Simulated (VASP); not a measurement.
# MnO in VASP: notebook, part 2 of 2

VASP 6.6.1. Earlier steps stand in the parts before.

### 3 Electric field gradients, LDA, collinear spin, ferromagnetic start (equal xy, yz and zx shear strains of -1 %)

File INCAR:

```
SYSTEM = MnO
PREC = Accurate ; ENCUT = 520
EDIFF = 1E-8 ; ISMEAR = -1
SIGMA = 0.05 ; LREAL = .False.
LASPH = .True. ; NELM = 150
ALGO = Normal ; ISIF = 2
LWAVE = .False. ; LCHARG = .False.
ISPIN = 2 ; MAGMOM = 4 0
LORBIT = 11 ; LMAXMIX = 4
LEFG = .True. ; NBANDS = 20
```

File KPOINTS:

```
Automatic mesh
0
Gamma
  16 16 16
  0 0 0
```

File POSCAR:

```
MnO
1.0
   -0.0222200000      2.2108900000      2.2108900000
    2.2108900000     -0.0222200000      2.2108900000
    2.2108900000      2.2108900000     -0.0222200000
Mn O
1 1
Direct
    0.0000000000      0.0000000000      0.0000000000
    0.5000000000      0.5000000000      0.5000000000
```

Potentials or basis: VASP PAW LDA potentials, release 64 (Mn_pv, O).

Launch:

```bash
cat potpaw_LDA.64/Mn_pv/POTCAR potpaw_LDA.64/O/POTCAR > POTCAR
mpirun -np 1 vasp_std > vasp.out
```

OUTCAR:

```text
SYSTEM = MnO
   PREC = Accurate
   ENCUT = 520
   EDIFF = 1E-8
   ISMEAR = -1
   LREAL = .False.
   LASPH = .True.
   NELM = 150
   ISIF = 2
   ISPIN = 2
   LORBIT = 11

 ion  position               nearest neighbor table
   1  0.000  0.000  0.000-   2 2.22   2 2.22   2 2.22   2 2.22   2 2.22   2 2.22
   2  0.500  0.500  0.500-   1 2.22   1 2.22   1 2.22   1 2.22   1 2.22   1 2.22

  LATTYP: Found a trigonal (rhomboedric) cell.
 ALAT       =     3.1267495763
 COS(alpha) =     0.4899250057

  Lattice vectors:

 A1 = (  -0.0222200000,   2.2108900000,   2.2108900000)
 A2 = (   2.2108900000,  -0.0222200000,   2.2108900000)
 A3 = (   2.2108900000,   2.2108900000,  -0.0222200000)

Analysis of symmetry for initial positions (statically):
=====================================================================
 Subroutine PRICEL returns:
 Original cell was already a primitive cell.

 Routine SETGRP: Setting up the symmetry group for a
 trigonal (rhombohedral) supercell.

 Subroutine GETGRP returns: Found 12 space group operations
 (whereof 12 operations were pure point group operations)
 out of a pool of 12 trial point group operations.

The static configuration has the point symmetry D_3d.

Analysis of symmetry for dynamics (positions and initial velocities):
=====================================================================
 Subroutine PRICEL returns:
 Original cell was already a primitive cell.

 Routine SETGRP: Setting up the symmetry group for a
 trigonal (rhombohedral) supercell.

 Subroutine GETGRP returns: Found 12 space group operations
 (whereof 12 operations were pure point group operations)
 out of a pool of 12 trial point group operations.

The dynamic configuration has the point symmetry D_3d.

Analysis of structural, dynamic, and magnetic symmetry:
=====================================================================
 Subroutine PRICEL returns:
 Original cell was already a primitive cell.

 Routine SETGRP: Setting up the symmetry group for a
 trigonal (rhombohedral) supercell.

 Subroutine GETGRP returns: Found 12 space group operations
 (whereof 12 operations were pure point group operations)
 out of a pool of 12 trial point group operations.

The overall configuration has the point symmetry D_3d.

 Subroutine INISYM returns: Found 12 space group operations
 (whereof 12 operations are pure point group operations),
 and found     1 'primitive' translations

----------------------------------------------------------------------------------------

                                     Primitive cell

  volume of cell :      21.9396

  direct lattice vectors                    reciprocal lattice vectors
    -0.022220000  2.210890000  2.210890000    -0.222772164  0.225033810  0.225033810
     2.210890000 -0.022220000  2.210890000     0.225033810 -0.222772164  0.225033810
     2.210890000  2.210890000 -0.022220000     0.225033810  0.225033810 -0.222772164

  length of vectors
     3.126749576  3.126749576  3.126749576     0.388468620  0.388468620  0.388468620

  position of ions in fractional coordinates (direct lattice)
     0.000000000  0.000000000  0.000000000
[... 109 lines left out ...]
 spin polarized calculation
  energy-cutoff  :      520.00
  volume of cell :       21.94
 maximum number of plane-waves:       602
   NGX = 11   NGY = 11   NGZ = 11

 number of electron      18.9999991 magnetization       4.5397665

 Free energy of the ion-electron system (eV)
  ---------------------------------------------------
  ext. energy  EPLUGINS =         0.00000000
  ---------------------------------------------------
  free energy    TOTEN  =       -17.59359697 eV

  energy without entropy =      -17.58423190  energy(sigma->0) =      -17.58891443

 E-fermi :   7.1974     XC(G=0): -12.3970

 val. band max:        7.1943843814   @ k =  -0.1875   0.1875   0.0000
 cond. band min:       7.1995138174   @ k =  -0.1250   0.5000   0.0625
 fundamental gap:      0.0051294359
 Fermi energy:         7.1973631512

 spin component 1

 k-point     1 :       0.0000    0.0000    0.0000
  band No.  band energies     occupation
      1     -42.5158      1.00000
      2     -42.5158      1.00000
      3     -42.5155      1.00000
      4     -12.8357      1.00000
      5       3.3469      1.00000
      6       3.3469      1.00000
[... 541 lines left out ...]
     19      26.9677      0.00000
     20      28.2271      0.00000

 [... further k-points ...]

 spin component 2

 k-point     1 :       0.0000    0.0000    0.0000
  band No.  band energies     occupation
      1     -38.4253      1.00000
      2     -38.4227      1.00000
      3     -38.4227      1.00000
      4     -12.3911      1.00000
      5       3.7672      1.00000
      6       3.7672      1.00000
[... 541 lines left out ...]
     19      28.5249      0.00000
     20      29.8325      0.00000

 [... further k-points ...]

------------------------ aborting loop because EDIFF is reached ----------------------------------------

  FORCE on cell =-STRESS in cart. coord.  units (eV):
  Direction    XX          YY          ZZ          XY          YZ          ZX
  --------------------------------------------------------------------------------------
  -------------------------------------------------------------------------------------
  Total       -2.3448556     -2.3448556     -2.3448556      0.0899247      0.0899247      0.0899247
  in kB     -171.2368448   -171.2368448   -171.2368448      6.5668969      6.5668969      6.5668969
  external PRESSURE =    -171.2368448 kB  Pullay stress =       0.0000000 kB

 VOLUME and BASIS-vectors are now :
 -----------------------------------------------------------------------------
  energy-cutoff  :      520.00
  volume of cell :       21.94
      direct lattice vectors                 reciprocal lattice vectors
    -0.022220000  2.210890000  2.210890000    -0.222772164  0.225033810  0.225033810
     2.210890000 -0.022220000  2.210890000     0.225033810 -0.222772164  0.225033810
     2.210890000  2.210890000 -0.022220000     0.225033810  0.225033810 -0.222772164

 POSITION                                       TOTAL-FORCE (eV/Angst)
 -----------------------------------------------------------------------------------
      0.00000      0.00000      0.00000         0.000000     -0.000000      0.000000
      2.19978      2.19978      2.19978        -0.000000      0.000000     -0.000000
 -----------------------------------------------------------------------------------
    total drift:                                0.000000     -0.000000     -0.000000

  FREE ENERGIE OF THE ION-ELECTRON SYSTEM (eV)
  ---------------------------------------------------
  free  energy   TOTEN  =       -17.5935969693 eV

  energy  without entropy=      -17.5842318979  energy(sigma->0) =      -17.58891443

 Electric field gradients (V/A^2)
---------------------------------------------------------------------
 ion       V_xx      V_yy      V_zz      V_xy      V_xz      V_yz
---------------------------------------------------------------------
   1      -0.000     0.000    -0.000     0.458     0.458     0.458
   2      -0.000    -0.000     0.000    -1.857    -1.857    -1.857
---------------------------------------------------------------------

 Electric field gradients after diagonalization (V/A^2)
 (convention: |V_zz| > |V_xx| > |V_yy|)
----------------------------------------------------------------------
 ion       V_xx      V_yy      V_zz     asymmetry (V_yy - V_xx)/ V_zz
----------------------------------------------------------------------
   1      -0.458    -0.458     0.916       0.000
   2       1.857     1.857    -3.714       0.000
----------------------------------------------------------------------

           NMR quadrupolar parameters

 Cq : quadrupolar parameter    Cq=e*Q*V_zz/h
 eta: asymmetry parameters     (V_yy - V_xx)/ V_zz
 Q  : nuclear electric quadrupole moment in mb (millibarn)
----------------------------------------------------------------------
 ion       Cq(MHz)       eta       Q (mb)
----------------------------------------------------------------------
   1       0.002       0.000       1.000
   2      -0.009       0.000       1.000
----------------------------------------------------------------------

 total charge

# of ion       s       p       d       tot
------------------------------------------
    1        0.207   6.177   4.996  11.379
    2        1.550   3.376   0.000   4.926
--------------------------------------------------
tot          1.757   9.553   4.996  16.305

 magnetization (x)

# of ion       s       p       d       tot
------------------------------------------
    1        0.029   0.020   4.074   4.123
    2        0.029   0.156   0.000   0.185
--------------------------------------------------
tot          0.058   0.176   4.074   4.309
```

Run time: 2 min. Hardware: 1 thread of Intel Xeon 6975P-C (Granite Rapids), shared host; peak memory 0.35 GiB.

Results:

```yaml
Free_energy: -17.5936 eV
Pressure: -17.1 GPa
Net_moment: 4.54 μB per cell
Site_moments: Mn +4.12; O +0.18 μB
Largest_electric_field_gradient_by_atom: Mn +0.9; O -3.7 V/Å²
Valence_electrons_inside_the_program's_atomic_spheres: Mn 11.38; O 4.93
```

Stress tensor (GPa, compression positive):
```
-17.12   0.66   0.66
  0.66 -17.12   0.66
  0.66   0.66 -17.12
```

Electric field gradients, principal values (V/Å²):
```
atom   least  middle  greatest (by size)
1 Mn  -0.458  -0.458               0.916
 2 O   1.857   1.857              -3.714
```

Caveat: the cell differs from its parent crystal (equal xy, yz and zx shear strains of -1 %); the cell stands under tension; without QUAD_EFG the Cq values of the log hold for a quadrupole moment of 1 mb, not for the nuclei; a cell with one magnetic atom can't hold antiferromagnetic order, which such compounds often take; semilocal functionals often make such compounds metallic where correlation or magnetic order opens a gap, which also shifts bond lengths.

### 4 Electric field gradients, LDA, collinear spin, ferromagnetic start (zz strain of +2 %)

File INCAR:

```
SYSTEM = MnO
PREC     = Accurate       ! precision mode
ENCUT    = 520            ! plane-wave cutoff, eV
EDIFF    = 1E-8           ! SCF threshold, eV
ISMEAR   = -1             ! smearing method
SIGMA    = 0.05           ! smearing width, eV
LREAL    = .FALSE.        ! projectors in reciprocal space
LASPH    = .TRUE.         ! aspherical terms in the spheres
NELM     = 150            ! most SCF steps
ALGO     = Normal         ! electronic algorithm
ISIF     = 2              ! what is computed and relaxed
LWAVE    = .FALSE.        ! write WAVECAR
LCHARG   = .FALSE.        ! write CHGCAR
ISPIN    = 2              ! spin polarisation
MAGMOM   = 4 0            ! initial moments
LORBIT   = 11             ! projections on sites
LMAXMIX  = 4              ! l up to which the mixer works
LEFG     = .TRUE.       
NBANDS   = 20             ! bands
```

File KPOINTS:

```
Automatic mesh
0
G
  16 16 16
  0 0 0
```

File POSCAR:

```
MnO
1.0
    0.0000000000      2.2220000000      2.2664400000
    2.2220000000      0.0000000000      2.2664400000
    2.2220000000      2.2220000000      0.0000000000
Mn O
1 1
Direct
    0.0000000000      0.0000000000      0.0000000000
    0.5000000000      0.5000000000      0.5000000000
```

Potentials or basis: VASP PAW LDA potentials, release 64 (Mn_pv, O).

Launch:

```bash
cat potpaw_LDA.64/Mn_pv/POTCAR potpaw_LDA.64/O/POTCAR > POTCAR
mpirun -np 1 vasp_std > vasp.out
```

OUTCAR:

```text
SYSTEM = MnO
   PREC = Accurate
   ENCUT = 520
   EDIFF = 1E-8
   ISMEAR = -1
   LREAL = .FALSE.
   LASPH = .TRUE.
   NELM = 150
   ISIF = 2
   ISPIN = 2
   LORBIT = 11

 ion  position               nearest neighbor table
   1  0.000  0.000  0.000-   2 2.22   2 2.22   2 2.22   2 2.22   2 2.27   2 2.27
   2  0.500  0.500  0.500-   1 2.22   1 2.22   1 2.22   1 2.22   1 2.27   1 2.27

  LATTYP: Found a body centered tetragonal cell.
 ALAT       =     3.1423825356
 C/A-ratio  =     1.4424978336

  Lattice vectors:

 A1 = (  -2.2220000000,   0.0000000000,   2.2664400000)
 A2 = (   2.2220000000,   0.0000000000,   2.2664400000)
 A3 = (   0.0000000000,   2.2220000000,  -2.2664400000)

Analysis of symmetry for initial positions (statically):
=====================================================================
 Subroutine PRICEL returns:
 Original cell was already a primitive cell.

 Routine SETGRP: Setting up the symmetry group for a
 body centered tetragonal supercell.

 Subroutine GETGRP returns: Found 16 space group operations
 (whereof 16 operations were pure point group operations)
 out of a pool of 16 trial point group operations.

The static configuration has the point symmetry D_4h.

Analysis of symmetry for dynamics (positions and initial velocities):
=====================================================================
 Subroutine PRICEL returns:
 Original cell was already a primitive cell.

 Routine SETGRP: Setting up the symmetry group for a
 body centered tetragonal supercell.
[... 1289 lines left out ...]
  --------------------------------------------------------------------------------------
  -------------------------------------------------------------------------------------
  Total       -2.6327723     -2.6327723     -2.4779017      0.0000000      0.0000000      0.0000000
  in kB     -188.4783863   -188.4783863   -177.3913024      0.0000000      0.0000000      0.0000000
  external PRESSURE =    -184.7826917 kB  Pullay stress =       0.0000000 kB

 VOLUME and BASIS-vectors are now :
 -----------------------------------------------------------------------------
  energy-cutoff  :      520.00
  volume of cell :       22.38
      direct lattice vectors                 reciprocal lattice vectors
     0.000000000  2.222000000  2.266440000    -0.225022502  0.225022502  0.220610296
     2.222000000  0.000000000  2.266440000     0.225022502 -0.225022502  0.220610296
     2.222000000  2.222000000  0.000000000     0.225022502  0.225022502 -0.220610296

 POSITION                                       TOTAL-FORCE (eV/Angst)
 -----------------------------------------------------------------------------------
      0.00000      0.00000      0.00000        -0.000000      0.000000      0.000000
      2.22200      2.22200      2.26644         0.000000     -0.000000     -0.000000
 -----------------------------------------------------------------------------------
    total drift:                                0.000000     -0.000000     -0.000000

  FREE ENERGIE OF THE ION-ELECTRON SYSTEM (eV)
  ---------------------------------------------------
  free  energy   TOTEN  =       -17.5474712226 eV

  energy  without entropy=      -17.5385828695  energy(sigma->0) =      -17.54302705

 Electric field gradients (V/A^2)
---------------------------------------------------------------------
 ion       V_xx      V_yy      V_zz      V_xy      V_xz      V_yz
---------------------------------------------------------------------
   1      -2.363    -2.363     4.725     0.005     0.002     0.002
   2       1.605     1.605    -3.210     0.001     0.001     0.001
---------------------------------------------------------------------

 Electric field gradients after diagonalization (V/A^2)
 (convention: |V_zz| > |V_xx| > |V_yy|)
----------------------------------------------------------------------
 ion       V_xx      V_yy      V_zz     asymmetry (V_yy - V_xx)/ V_zz
----------------------------------------------------------------------
   1      -2.368    -2.358     4.725       0.002
   2       1.606     1.604    -3.210       0.000
----------------------------------------------------------------------

           NMR quadrupolar parameters

 Cq : quadrupolar parameter    Cq=e*Q*V_zz/h
 eta: asymmetry parameters     (V_yy - V_xx)/ V_zz
 Q  : nuclear electric quadrupole moment in mb (millibarn)
----------------------------------------------------------------------
 ion       Cq(MHz)       eta       Q (mb)
----------------------------------------------------------------------
   1       0.011       0.002       1.000
   2      -0.008       0.000       1.000
----------------------------------------------------------------------

 total charge

# of ion       s       p       d       tot
------------------------------------------
    1        0.204   6.171   4.984  11.359
    2        1.550   3.369   0.000   4.919
--------------------------------------------------
tot          1.754   9.540   4.984  16.278

 magnetization (x)

# of ion       s       p       d       tot
------------------------------------------
    1        0.030   0.020   4.117   4.166
    2        0.029   0.160   0.000   0.189
--------------------------------------------------
tot          0.058   0.180   4.117   4.355
```

stdout:

```text
POSCAR found type information on POSCAR MnO
 POSCAR found :  2 types and       2 ions
 scaLAPACK will be used
 LDA part: xc-table for (Slater(with rela. corr.)+CA(PZ))
 , standard interpolation
 POSCAR, INCAR and KPOINTS ok, starting setup
 FFT: planning ... GRIDC
 FFT: planning ... GRID_SOFT
 FFT: planning ... GRID
 WAVECAR not read
 entering main loop
ion   1

ion   2
```

Wall time 3.1 min (1 thread of Intel Xeon Platinum 8259CL at 2.50GHz (Skylake/Cascade Lake), shared host); peak memory 0.32 GiB.

Results:

| Quantity | Value |
| --- | --- |
| Free energy | -17.5475 eV |
| Pressure | -18.5 GPa |
| Net moment | 4.59 μB per cell |
| Site moments | Mn +4.17; O +0.19 μB |
| Largest electric field gradient by atom | Mn +4.7; O -3.2 V/Å² |
| Valence electrons inside the program's atomic spheres | Mn 11.36; O 4.92 |

Stress tensor (GPa, compression positive):
```
-18.85   0.00   0.00
  0.00 -18.85   0.00
  0.00   0.00 -17.74
```

Levels at points of the mesh, in eV from the Fermi level:
Spin up:
| k point | band 10 | band 11 | band 12 | band 13 | band 14 | band 15 |
| --- | --- | --- | --- | --- | --- | --- |
| (0.00, 0.00, 0.00) | -2.92 | -2.50 | -2.44 | -0.43 | 13.98 | 16.17 |
| (0.50, 0.00, 0.00) | -1.67 | 0.23 | 0.39 | 3.50 | 7.59 | 11.51 |
| (0.50, 0.50, 0.00) | -1.79 | -1.79 | -1.72 | 4.92 | 7.56 | 10.55 |
| (0.50, 0.00, 0.50) | -1.81 | -1.77 | -1.68 | 4.95 | 7.78 | 10.31 |
Spin down:
| k point | band 3 | band 4 | band 5 | band 6 | band 7 | band 8 | band 9 | band 10 | band 11 | band 12 |
| --- | --- | --- | --- | --- | --- | --- | --- | --- | --- | --- |
| (0.00, 0.00, 0.00) | -45.56 | -19.41 | -3.32 | -3.32 | -3.25 | 0.34 | 0.45 | 0.45 | 0.52 | 1.07 |
| (0.50, 0.00, 0.00) | -45.58 | -18.44 | -7.31 | -4.83 | -4.78 | 1.59 | 1.60 | 1.63 | 3.24 | 3.37 |
| (0.50, 0.50, 0.00) | -45.62 | -18.49 | -6.33 | -4.23 | -4.23 | -1.08 | 1.59 | 1.83 | 2.03 | 2.03 |
| (0.50, 0.00, 0.50) | -45.59 | -18.46 | -6.30 | -4.34 | -4.21 | -1.08 | 1.63 | 1.84 | 2.00 | 2.05 |

Electric field gradients, principal values (V/Å²):
| atom | least | middle | greatest (by size) |
| --- | --- | --- | --- |
| 1 Mn | -2.358 | -2.368 | 4.725 |
| 2 O | 1.604 | 1.606 | -3.210 |

Caveat: the cell differs from its parent crystal (zz strain of +2 %); the cell stands under tension; without QUAD_EFG the Cq values of the log hold for a quadrupole moment of 1 mb, not for the nuclei; a cell with one magnetic atom can't hold antiferromagnetic order, which such compounds often take; semilocal functionals often make such compounds metallic where correlation or magnetic order opens a gap, which also shifts bond lengths.

### 5 Overview

```tsv
cell	gap on the mesh (eV)	pressure (GPa)	moment (μB)
a = 3.127, b = 3.127, c = 3.111 Å, angles 60.2, 60.2, 59.7°, 2 atoms	none	-15.7	4.47
a = 3.127 Å, angles 60.7°, 2 atoms	none	-17.1	4.54
a = 3.174, b = 3.174, c = 3.142 Å, angles 60.3, 60.3, 59.3°, 2 atoms	none	-18.5	4.59
```

Alike in all rows: task electric field gradients; level LDA; potentials or basis VASP PAW LDA potentials, release 64 (Mn_pv, O); spin collinear, ferromagnetic start; k mesh 16 × 16 × 16; cutoff (eV) 520; smearing fermi-dirac 0.05 eV.

Caveats: the cell stands under tension; a cell with one magnetic atom can't hold antiferromagnetic order, which such compounds often take; semilocal functionals often make such compounds metallic where correlation or magnetic order opens a gap, which also shifts bond lengths.

Total energies depend on the potentials used, so only differences within one code and one set of settings carry meaning.
